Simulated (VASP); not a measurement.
# MgO in VASP: further runs, part 2 of 2

VASP 6.6.1. The steps go on from the part before.

## 3. Single point, PBEsol (atoms displaced along a vibrational mode)

Contents of INCAR:

```
PREC = Accurate
ENCUT = 600
EDIFF = 1E-6
ISMEAR = 0
SIGMA = 0.05
LREAL = False
LASPH = True
NELM = 120
ALGO = Normal
ISIF = 2
LWAVE = False
LCHARG = False
GGA = PS
NBANDS = 26
GGA_COMPAT = False
```

Contents of KPOINTS:

```
Automatic mesh
0
Gamma
  9 9 4
```

Contents of POSCAR:

```
MgO
1.0
    3.3034678071      0.0000000000      0.0000000000
   -1.6517339036      2.8608870415      0.0000000000
    0.0000000000      0.0000000000     10.0387760228
Mg O
4 4
Direct
    0.2098267567      0.6666666667      0.0018291710
    0.4568399100      0.6666666667      0.5018291710
    0.5960886011      0.3333333333      0.2518291710
    0.7372447323      0.3333333333      0.7518291710
    0.2588156863      0.6666666667      0.2004708290
    0.4078509804      0.6666666667      0.7004708290
    0.7823475373      0.3333333333      0.4504708290
    0.5509857961      0.3333333333      0.9504708290
```

Potentials or basis: VASP PAW PBE potentials, release 64 (Mg, O).

On the command line:

```console
$ cat potpaw_PBE.64/Mg/POTCAR potpaw_PBE.64/O/POTCAR > POTCAR
$ mpirun -np 1 vasp_std > vasp.out
```

OUTCAR:

```text
PREC = Accurate
   ENCUT = 600
   EDIFF = 1E-6
   ISMEAR = 0
   LREAL = False
   LASPH = True
   NELM = 120
   ISIF = 2
   GGA = PS

 ion  position               nearest neighbor table
   1  0.210  0.667  0.002-   8 1.95   8 1.98   8 2.00   5 2.00   4 2.87   3 3.06   3 3.16   4 3.22
                             3 3.25   4 3.53
   2  0.457  0.667  0.502-   7 1.95   7 1.98   7 2.00   6 2.00   3 2.87   4 3.06   4 3.16   3 3.22
                             4 3.25   3 3.53
   3  0.596  0.333  0.252-   5 1.96   5 1.98   5 1.99   7 2.09   2 2.87   1 3.06   1 3.16   2 3.22
                             1 3.25   2 3.53
   4  0.737  0.333  0.752-   6 1.96   6 1.98   6 1.99   8 2.09   1 2.87   2 3.06   2 3.16   1 3.22
                             2 3.25   1 3.53
   5  0.259  0.667  0.200-   3 1.96   3 1.98   3 1.99   1 2.00
   6  0.408  0.667  0.700-   4 1.96   4 1.98   4 1.99   2 2.00
   7  0.782  0.333  0.450-   2 1.95   2 1.98   2 2.00   3 2.09
   8  0.551  0.333  0.950-   1 1.95   1 1.98   1 2.00   4 2.09

  LATTYP: Found a hexagonal cell.
 ALAT       =     3.3034678071
 C/A-ratio  =     3.0388599523

  Lattice vectors:

 A1 = (   3.3034678071,   0.0000000000,   0.0000000000)
 A2 = (  -1.6517339036,   2.8608870415,   0.0000000000)
 A3 = (   0.0000000000,   0.0000000000,  10.0387760228)

Analysis of symmetry for initial positions (statically):
=====================================================================
 Subroutine PRICEL returns:
 Original cell was already a primitive cell.

 Routine SETGRP: Setting up the symmetry group for a
 hexagonal supercell.

 Subroutine GETGRP returns: Found  2 space group operations
 (whereof  1 operations were pure point group operations)
 out of a pool of 24 trial point group operations.

The static configuration has the point symmetry C_1 .
 The point group associated with its full space group is C_1h.

Analysis of symmetry for dynamics (positions and initial velocities):
[... 144 lines left out ...]
     AMIX_MAG =   1.60;   BMIX_MAG =  1.00
  volume/ion in A,a.u.               =      11.86        80.03
  Fermi-wavevector in a.u.,A,eV,Ry     =   1.139570  2.153475 17.668792  1.298620
  Thomas-Fermi vector in A             =   2.276273
   LORBIT       =      0    0 simple, 1 ext, 2 COOP (PROOUT), +10 PAW based schemes
   GGA     = PS    functional components
   LHFCALC =     F    Hartree Fock is set to
   AEXX    =    0.0000 exact exchange contribution
   IVDW    =     0    specifies the selected vdW correction
   LEPSILON=     F    determine dielectric tensor
   LRPA    =     F    only Hartree local field effects (RPA)
 non-spin polarized calculation
 Gauss-broadening in eV      SIGMA  =   0.05
  energy-cutoff  :      600.00
  volume of cell :       94.87
 maximum number of plane-waves:      3244
   NGX = 13   NGY = 13   NGZ = 41

 number of electron      31.9999999 magnetization

 Free energy of the ion-electron system (eV)
  ---------------------------------------------------
  ext. energy  EPLUGINS =         0.00000000
  ---------------------------------------------------
  free energy    TOTEN  =       -48.52996067 eV

  energy without entropy =      -48.52996067  energy(sigma->0) =      -48.52996067

 E-fermi :   1.4862     XC(G=0):  -9.9770

 val. band max:        1.2605181716   @ k =   0.0000   0.0000   0.0000
 cond. band min:       4.2088561575   @ k =   0.0000   0.0000   0.0000
 fundamental gap:      2.9483379859
 Fermi energy:         1.4861549892

 k-point     1 :       0.0000    0.0000    0.0000
  band No.  band energies     occupation
      1     -15.1191      2.00000
      2     -14.7320      2.00000
      3     -14.7039      2.00000
      4     -14.2782      2.00000
      5      -2.2764      2.00000
      6      -1.0290      2.00000
[... 685 lines left out ...]
     25      12.9906      0.00000
     26      13.7031      0.00000

 [... further k-points ...]
[... 5 lines left out ...]
  --------------------------------------------------------------------------------------
  -------------------------------------------------------------------------------------
  Total       -2.3999065     -0.3813355      0.6581467      0.0000000     -0.0001982      0.0000000
  in kB      -40.5278303     -6.4397087     11.1142896      0.0000000     -0.0033475      0.0000000
  external PRESSURE =     -11.9510831 kB  Pullay stress =       0.0000000 kB

 VOLUME and BASIS-vectors are now :
 -----------------------------------------------------------------------------
  energy-cutoff  :      600.00
  volume of cell :       94.87
      direct lattice vectors                 reciprocal lattice vectors
     3.303467807  0.000000000  0.000000000     0.302712198  0.174770969  0.000000000
    -1.651733904  2.860887041  0.000000000     0.000000000  0.349541938  0.000000000
     0.000000000  0.000000000 10.038776023     0.000000000  0.000000000  0.099613738

 POSITION                                       TOTAL-FORCE (eV/Angst)
 -----------------------------------------------------------------------------------
     -0.40800      1.90726      0.01836         0.630299      0.167382      0.388148
      0.40800      1.90726      5.03775        -0.630299      0.167382      0.388148
      1.41858      0.95363      2.52806         0.367734     -0.174566      0.099941
      1.88489      0.95363      7.54744        -0.367734     -0.174566      0.099941
     -0.24617      1.90726      2.01248         0.216813      0.132011     -0.184879
      0.24617      1.90726      7.03187        -0.216813      0.132011     -0.184879
      2.03388      0.95363      4.52218        -0.402355     -0.124827     -0.303210
      1.26959      0.95363      9.54156         0.402355     -0.124827     -0.303210
 -----------------------------------------------------------------------------------
    total drift:                                0.000000      0.000373      0.001028

  FREE ENERGIE OF THE ION-ELECTRON SYSTEM (eV)
  ---------------------------------------------------
  free  energy   TOTEN  =       -48.5299606708 eV

  energy  without entropy=      -48.5299606708  energy(sigma->0) =      -48.52996067
```

OSZICAR:

```text
N       E                     dE             d eps       ncg     rms          rms(c)
DAV:   1     0.167948506885E+03    0.16795E+03   -0.16284E+04  4940   0.123E+03
DAV:   2    -0.429028908508E+02   -0.21085E+03   -0.19891E+03  6612   0.251E+02
DAV:   3    -0.561771458204E+02   -0.13274E+02   -0.13207E+02  6336   0.643E+01
DAV:   4    -0.562678317563E+02   -0.90686E-01   -0.90649E-01  5486   0.615E+00
DAV:   5    -0.562683801059E+02   -0.54835E-03   -0.54827E-03  5942   0.477E-01    0.154E+01
DAV:   6    -0.487589716521E+02    0.75094E+01   -0.27946E+01  5502   0.301E+01    0.551E+00
DAV:   7    -0.486031708361E+02    0.15580E+00   -0.45351E-01  5220   0.440E+00    0.316E+00
DAV:   8    -0.485331659407E+02    0.70005E-01   -0.20514E-01  5484   0.411E+00    0.607E-01
DAV:   9    -0.485288714776E+02    0.42945E-02   -0.14712E-02  6014   0.799E-01    0.165E-01
DAV:  10    -0.485299636267E+02   -0.10921E-02   -0.12754E-03  5256   0.207E-01    0.512E-02
DAV:  11    -0.485299571938E+02    0.64329E-05   -0.61304E-05  5982   0.584E-02    0.124E-02
DAV:  12    -0.485299611443E+02   -0.39505E-05   -0.39664E-06  5294   0.135E-02    0.922E-03
DAV:  13    -0.485299606708E+02    0.47346E-06   -0.30193E-06  4914   0.121E-02
   1 F= -.48529961E+02 E0= -.48529961E+02  d E =-.125031E-12
```

stdout:

```text
POSCAR found type information on POSCAR MgO
 POSCAR found :  2 types and       8 ions
 scaLAPACK will be used
 -----------------------------------------------------------------------------
|                                                                             |
|                                                                             |
|     You enforced a specific xc type in the INCAR file but a different       |
|     I HOPE YOU KNOW WHAT YOU ARE DOING!                                     |
|                                                                             |
 -----------------------------------------------------------------------------

 LDA part: xc-table for (Slater+PW92), standard interpolation
 POSCAR, INCAR and KPOINTS ok, starting setup
 FFT: planning ... GRIDC
 FFT: planning ... GRID_SOFT
 FFT: planning ... GRID
 WAVECAR not read
 entering main loop
```

Run time: 6.7 min. Hardware: 1 thread of Intel Xeon 8259CL, shared host; peak memory 0.39 GiB.

What came out:

```yaml
Free_energy: -48.5300 eV
Pressure: -1.2 GPa
Largest_force: 0.759 eV/Å
Band_gap_on_the_k_mesh: 2.95 eV
```

Forces in eV/Å, atoms in the order of the input:
```
Mg   0.630  0.167  0.388
Mg  -0.630  0.167  0.388
Mg   0.368 -0.175  0.100
Mg  -0.368 -0.175  0.100
O    0.217  0.132 -0.185
O   -0.217  0.132 -0.185
O   -0.402 -0.125 -0.303
O    0.402 -0.125 -0.303
```

Caveat: the cell differs from its parent crystal (atoms displaced along a vibrational mode); the PAW data sets were made with another functional, which shifts forces and pressure a little; an odd mesh through Γ misses points on the zone boundary, where band edges can lie.

## 4. Single point, PBEsol (atoms displaced along a vibrational mode)

Contents of INCAR:

```
PREC = Accurate ; ENCUT = 600
EDIFF = 1E-6 ; ISMEAR = 0
SIGMA = 0.05 ; LREAL = False
LASPH = True ; NELM = 120
ALGO = Normal ; ISIF = 2
LWAVE = False ; LCHARG = True
GGA = PS ; LELF = True
LVHAR = True ; NBANDS = 26
GGA_COMPAT = False
```

KPOINTS is that of step 3.

Contents of POSCAR:

```
MgO
1.0
    3.3034678071      0.0000000000      0.0000000000
   -1.6517339036      2.8608870415      0.0000000000
    0.0000000000      0.0000000000     10.0387760228
Mg O
4 4
Direct
    0.2921644744      0.6666666667      0.0018291710
    0.3745021922      0.6666666667      0.5018291710
    0.6431406448      0.3333333333      0.2518291710
    0.6901926885      0.3333333333      0.7518291710
    0.3084941176      0.6666666667      0.2004708290
    0.3581725490      0.6666666667      0.7004708290
    0.7052269569      0.3333333333      0.4504708290
    0.6281063765      0.3333333333      0.9504708290
```

On the command line:

```console
$ cat potpaw_PBE.64/Mg/POTCAR potpaw_PBE.64/O/POTCAR > POTCAR
$ mpirun -np 1 vasp_std > vasp.out
```

Run time: 5.9 min. Hardware: 1 thread of Intel Xeon 8259CL, shared host; peak memory 0.39 GiB.

Results (log left out):

```
Free energy            : -49.0448 eV
Pressure               : -0.6 GPa
Largest force          : 0.235 eV/Å
Band gap on the k mesh : 3.30 eV
```

Forces in eV/Å, atoms in the order of the input:
```
Mg   0.229  0.020  0.050
Mg  -0.229  0.020  0.050
Mg   0.132 -0.021  0.025
Mg  -0.132 -0.021  0.025
O    0.090  0.016 -0.024
O   -0.090  0.016 -0.024
O   -0.142 -0.015 -0.051
O    0.142 -0.015 -0.051
```

Stress tensor (GPa, compression positive):
```
-0.89  0.00  0.00
 0.00 -0.51  0.01
 0.00  0.01 -0.34
```

Levels at points of the mesh, in eV from the valence-band top:
```tsv
k point	band 14	band 15	band 16	band 17	band 18	band 19
(0.00, 0.00, 0.00)	-0.43	-0.43	0.00	3.30	5.79	5.83
(0.00, 0.00, 0.50)	-0.53	-0.43	-0.43	4.20	4.20	7.39
```

Caveat: the cell differs from its parent crystal (atoms displaced along a vibrational mode); the PAW data sets were made with another functional, which shifts forces and pressure a little; an odd mesh through Γ misses points on the zone boundary, where band edges can lie.

## 5. The runs side by side

```tsv
cell	gap on the mesh (eV)	pressure (GPa)	largest force (eV/Å)
as given, atomic positions A	3.14	-0.7	0.73
as given, atomic positions B	2.95	-1.2	0.76
as given, atomic positions C	3.30	-0.6	0.23
```

Alike in all rows: task single point; level PBEsol; potentials or basis VASP PAW PBE potentials, release 64 (Mg, O); no spin polarisation; k mesh 9 × 9 × 4; cutoff (eV) 600; smearing gaussian 0.05 eV.

Caveats: the PAW data sets were made with another functional, which shifts forces and pressure a little; an odd mesh through Γ misses points on the zone boundary, where band edges can lie.

Total energies depend on the potentials used, so only differences within one code and one set of settings carry meaning.
